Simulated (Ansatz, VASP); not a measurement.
**MgO: VASP beside Ansatz**

```
CELL_PARAMETERS angstrom
0.00000 2.15995 2.15995
2.15995 0.00000 2.15995
2.15995 2.15995 0.00000
ATOMIC_POSITIONS crystal
Mg 0.00000 0.00000 0.00000
O 0.50000 0.50000 0.50000
```

Alike in both runs: task single point; functional PBE; k mesh 8 × 8 × 8; no spin polarisation.

```csv
,VASP,Ansatz
version,VASP 6.6.1,Ansatz 0.2.0
potentials or method,"VASP PAW PBE potentials, release 64 (Mg_sv, O), cutoff 840 eV","plane waves, PAW"
occupations,"gaussian, width 0.01 eV",fixed
valence electrons in the cell,16,16
```

```csv
,VASP,Ansatz,Ansatz less VASP
pressure (GPa),-6.3,-6.3,+0.04
```
